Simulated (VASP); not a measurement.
# Ru (Fm-3m) in VASP: single point with PBE

Aim: the single point of Ru with PBE.

All numbers are computed with VASP 6.6.1; they aren't measurements. Logs are shortened: lines on timing, memory, paths and dates and some standing lists are left out, and cuts for length are marked.

## (1) The cell of the first run

It takes space group Fm-3m (No. 225, cubic). Conventional cell: a = 3.811 Å, b = 3.811 Å, c = 3.811 Å, α = 90.00°, β = 90.00°, γ = 90.00°. Ru (site symmetry m-3m) has 12 Ru at 2.69 Å within 3.6 Å.

This isn't the form of Ru at room conditions, which is hcp.

## (2) Single point, PBE, non-collinear spin, zero start, spin-orbit coupling (13.83 Å³/atom)

Input file INCAR:

```
SYSTEM = Ru
PREC = Accurate
ENCUT = 520
EDIFF = 1E-6
ISMEAR = 0
SIGMA = 0.05
LREAL = .FALSE.
LASPH = .TRUE.
NELM = 150
ALGO = Fast
ISIF = 2
LWAVE = .FALSE.
LCHARG = .TRUE.
LNONCOLLINEAR = .TRUE.
MAGMOM = 0 0 0
LORBIT = 11
LSORBIT = .TRUE.
GGA_COMPAT = .FALSE.
LORBMOM = .TRUE.
LMAXMIX = 4
GGA = PE
LVHAR = .TRUE.
NBANDS = 25
```

Input file KPOINTS:

```
Automatic mesh
0
G
  18 18 18
  0 0 0
```

Input file POSCAR:

```
Ru
1.0
    0.0000000000      1.9053312300      1.9053312300
    1.9053312300      0.0000000000      1.9053312300
    1.9053312300      1.9053312300      0.0000000000
Ru
1
Direct
    0.0000000000      0.0000000000      0.0000000000
```

Potentials or basis: VASP PAW PBE potentials, release 64 (Ru_pv).

Launch:

```
$ cat potpaw_PBE.64/Ru_pv/POTCAR > POTCAR
$ mpirun -np 1 vasp_ncl > vasp.out
```

OUTCAR:

```text
SYSTEM = Ru
   PREC = Accurate
   ENCUT = 520
   EDIFF = 1E-6
   ISMEAR = 0
   LREAL = .FALSE.
   LASPH = .TRUE.
   NELM = 150
   ISIF = 2
   LNONCOLLINEAR = .TRUE.
   LORBIT = 11
   LSORBIT = .TRUE.
   GGA = PE

 ion  position               nearest neighbor table
   1  0.000  0.000  0.000-

  LATTYP: Found a face centered cubic cell.
 ALAT       =     3.8106624600

  Lattice vectors:

 A1 = (   0.0000000000,   1.9053312300,   1.9053312300)
 A2 = (   1.9053312300,   0.0000000000,   1.9053312300)
 A3 = (   1.9053312300,   1.9053312300,   0.0000000000)

Analysis of symmetry for initial positions (statically):
=====================================================================
 Subroutine PRICEL returns:
 Original cell was already a primitive cell.

 Routine SETGRP: Setting up the symmetry group for a
 face centered cubic supercell.

 Subroutine GETGRP returns: Found 48 space group operations
 (whereof 48 operations were pure point group operations)
 out of a pool of 48 trial point group operations.

The static configuration has the point symmetry O_h .

Analysis of symmetry for dynamics (positions and initial velocities):
=====================================================================
 Subroutine PRICEL returns:
 Original cell was already a primitive cell.

 Routine SETGRP: Setting up the symmetry group for a
 face centered cubic supercell.

 Subroutine GETGRP returns: Found 48 space group operations
 (whereof 48 operations were pure point group operations)
 out of a pool of 48 trial point group operations.

The dynamic configuration has the point symmetry O_h .

Analysis of structural, dynamic, and magnetic symmetry:
=====================================================================
 Subroutine PRICEL returns:
 Original cell was already a primitive cell.

 Routine SETGRP: Setting up the symmetry group for a
 face centered cubic supercell.

 Subroutine GETGRP returns: Found 48 space group operations
 (whereof 48 operations were pure point group operations)
 out of a pool of 48 trial point group operations.

The overall configuration has the point symmetry O_h .

 Subroutine INISYM returns: Found 48 space group operations
 (whereof 48 operations are pure point group operations),
 and found     1 'primitive' translations

----------------------------------------------------------------------------------------

                                     Primitive cell

  volume of cell :      13.8338

  direct lattice vectors                    reciprocal lattice vectors
     0.000000000  1.905331230  1.905331230    -0.262421563  0.262421563  0.262421563
     1.905331230  0.000000000  1.905331230     0.262421563 -0.262421563  0.262421563
     1.905331230  1.905331230  0.000000000     0.262421563  0.262421563 -0.262421563

  length of vectors
     2.694545266  2.694545266  2.694545266     0.454527481  0.454527481  0.454527481

  position of ions in fractional coordinates (direct lattice)
     0.000000000  0.000000000  0.000000000

  ion indices of the primitive-cell ions
   primitive index   ion index
                 1           1

----------------------------------------------------------------------------------------

 KPOINTS: Automatic mesh

Automatic generation of k-mesh.
 Grid dimensions read from file:
 generate k-points for:   18   18   18

 Generating k-lattice:

  Cartesian coordinates                     Fractional coordinates (reciprocal lattice)
    -0.014578976  0.014578976  0.014578976     0.055555556  0.000000000  0.000000000
     0.014578976 -0.014578976  0.014578976     0.000000000  0.055555556  0.000000000
     0.014578976  0.014578976 -0.014578976     0.000000000  0.000000000  0.055555556

  Length of vectors
     0.025251527  0.025251527  0.025251527

  Shift w.r.t. Gamma in fractional coordinates (k-lattice)
     0.000000000  0.000000000  0.000000000

 Subroutine IBZKPT returns following result:
 ===========================================

[... 46 lines left out ...]
   NELM   =    150;   NELMIN=  2; NELMDL= -5     # of ELM steps
   EDIFF  = 0.1E-05   stopping-criterion for ELM
   LREAL  =      F    real-space projection
   EDIFFG = 0.1E-04   stopping-criterion for IOM
   NSW    =      0    number of steps for IOM
   IBRION =     -1    ionic relax: 0-MD 1-quasi-New 2-CG
   NFREE  =      0    steps in history (QN), initial steepest desc. (CG)
   ISIF   =      2    stress and relaxation
   ISYM   =      2    0-nonsym 1-usesym 2-fastsym
   POTIM  = 0.5000    time-step for ionic-motion
   TEBEG  =    0.0;   TEEND  =   0.0 temperature during run
   PSTRESS=    0.0 pullay stress
   NELECT =      14.0000    total number of electrons
   NUPDOWN=      -1.0000    fix difference up-down
   EMIN   =  10.00;   EMAX   =-10.00  energy-range for DOS
   EFERMI =   0.00;   METHOD = LEGACY
   ISMEAR =     0;   SIGMA  =   0.05  broadening in eV -4-tet -1-fermi 0-gaus
   EFERMI_NEDOS =   21; number of points for ismear=-14 and -15
   IALGO  =     68    algorithm
   IMIX   =      4    mixing-type and parameters
     AMIX     =   0.40;   BMIX     =  1.00
     AMIX_MAG =   1.60;   BMIX_MAG =  1.00
  volume/ion in A,a.u.               =      13.83        93.36
  Fermi-wavevector in a.u.,A,eV,Ry     =   1.643629  3.106008 36.756343  2.701515
  Thomas-Fermi vector in A             =   2.733731
   LORBIT       =     11    0 simple, 1 ext, 2 COOP (PROOUT), +10 PAW based schemes
   GGA     = PE    functional components
   LHFCALC =     F    Hartree Fock is set to
   AEXX    =    0.0000 exact exchange contribution
   IVDW    =     0    specifies the selected vdW correction
   LEPSILON=     F    determine dielectric tensor
   LRPA    =     F    only Hartree local field effects (RPA)
 RMM-DIIS sequential band-by-band and
 Gauss-broadening in eV      SIGMA  =   0.05
  energy-cutoff  :      520.00
  volume of cell :       13.83
 maximum number of plane-waves:       776
   NGX =  9   NGY =  9   NGZ =  9

 number of electron      14.0000000 magnetization       0.0000000      0.0000000      0.0000000

 number of electron      14.0000002 magnetization      -0.0000000      0.0000000     -0.0000000

 number of electron      14.0000002 magnetization       0.0000000     -0.0000000      0.0000000

 Free energy of the ion-electron system (eV)
  ---------------------------------------------------
  ext. energy  EPLUGINS =         0.00000000
  ---------------------------------------------------
  free energy    TOTEN  =        -9.25758412 eV

  energy without entropy =       -9.25624598  energy(sigma->0) =       -9.25691505

 E-fermi :  12.3731     XC(G=0): -14.0013

 val. band max:       12.3702361421   @ k =   0.3333   0.2778   0.0000
 cond. band min:      12.3735428618   @ k =   0.1111   0.0556   0.0000
 fundamental gap:      0.0033067197
 Fermi energy:        12.3731035004

 k-point     1 :       0.0000    0.0000    0.0000
  band No.  band energies     occupation
      1     -32.2717      1.00000
      2     -32.2717      1.00000
      3     -28.8941      1.00000
      4     -28.8941      1.00000
      5     -28.8941      1.00000
      6     -28.8941      1.00000
[... 661 lines left out ...]
     24      29.8373      0.00000
     25      35.3087      0.00000

 [... further k-points ...]

------------------------ aborting loop because EDIFF is reached ----------------------------------------

  FORCE on cell =-STRESS in cart. coord.  units (eV):
  Direction    XX          YY          ZZ          XY          YZ          ZX
  --------------------------------------------------------------------------------------
  -------------------------------------------------------------------------------------
  Total        0.0036901      0.0036901      0.0036901      0.0000000     -0.0000000     -0.0000000
  in kB        0.4273699      0.4273699      0.4273699      0.0000000     -0.0000000     -0.0000000
  external PRESSURE =       0.4273699 kB  Pullay stress =       0.0000000 kB

 VOLUME and BASIS-vectors are now :
 -----------------------------------------------------------------------------
  energy-cutoff  :      520.00
  volume of cell :       13.83
      direct lattice vectors                 reciprocal lattice vectors
     0.000000000  1.905331230  1.905331230    -0.262421563  0.262421563  0.262421563
     1.905331230  0.000000000  1.905331230     0.262421563 -0.262421563  0.262421563
     1.905331230  1.905331230  0.000000000     0.262421563  0.262421563 -0.262421563

 POSITION                                       TOTAL-FORCE (eV/Angst)
 -----------------------------------------------------------------------------------
      0.00000      0.00000      0.00000         0.000000     -0.000000      0.000000
 -----------------------------------------------------------------------------------
    total drift:                                0.000000     -0.000000      0.000000

  FREE ENERGIE OF THE ION-ELECTRON SYSTEM (eV)
  ---------------------------------------------------
  free  energy   TOTEN  =        -9.2575841200 eV

  energy  without entropy=       -9.2562459809  energy(sigma->0) =       -9.25691505

 orbital moment (x)

 # of ion     p       d       tot
 ----------------------------------------
  1        -0.000  -0.000  -0.000
 ----------------------------------------
           -0.000  -0.000  -0.000

 orbital moment (y)

 # of ion     p       d       tot
 ----------------------------------------
  1        -0.000   0.000   0.000
 ----------------------------------------
           -0.000   0.000   0.000

 orbital moment (z)

 # of ion     p       d       tot
 ----------------------------------------
  1         0.000   0.000   0.000
 ----------------------------------------
            0.000   0.000   0.000

 Spin-Orbit-Coupling matrix elements

 Ion:    1  E_soc:     -0.2664989
 l=   1
     0.0000000    -0.0363070    -0.0363070
    -0.0363070     0.0000000    -0.0363070
    -0.0363070    -0.0363070     0.0000000
 l=   2
     0.0000000    -0.0014222     0.0000000    -0.0014222    -0.0066873
    -0.0014222     0.0000000    -0.0050155    -0.0014222    -0.0016718
     0.0000000    -0.0050155     0.0000000    -0.0050155     0.0000000
    -0.0014222    -0.0014222    -0.0050155     0.0000000    -0.0016718
    -0.0066873    -0.0016718     0.0000000    -0.0016718     0.0000000
 l=   3
     0.0000000     0.0000000     0.0000000     0.0000000     0.0000000     0.0000000     0.0000000
     0.0000000     0.0000000     0.0000000     0.0000000     0.0000000     0.0000000     0.0000000
     0.0000000     0.0000000     0.0000000     0.0000000     0.0000000     0.0000000     0.0000000
     0.0000000     0.0000000     0.0000000     0.0000000     0.0000000     0.0000000     0.0000000
     0.0000000     0.0000000     0.0000000     0.0000000     0.0000000     0.0000000     0.0000000
     0.0000000     0.0000000     0.0000000     0.0000000     0.0000000     0.0000000     0.0000000
     0.0000000     0.0000000     0.0000000     0.0000000     0.0000000     0.0000000     0.0000000

 total charge

# of ion       s       p       d       tot
------------------------------------------
    1        0.401   6.297   5.938  12.636

 magnetization (x)

# of ion       s       p       d       tot
------------------------------------------
    1        0.000  -0.000   0.000   0.000

 magnetization (y)

# of ion       s       p       d       tot
------------------------------------------
    1       -0.000   0.000   0.000  -0.000

 magnetization (z)

# of ion       s       p       d       tot
------------------------------------------
    1       -0.000  -0.000   0.000  -0.000
```

Wall time 68 s (1 thread of Intel Xeon 6975P-C (Granite Rapids), shared host); peak memory 0.22 GiB.

What came out:

```
Free energy                                           : -9.2576 eV
Pressure                                              : 0.0 GPa
Net moment                                            : 0.00 μB per cell
Valence electrons inside the program's atomic spheres : Ru 12.64
```

Moments on the atoms (μB; x, y, z):
```
Ru  0.00 0.00 0.00
```
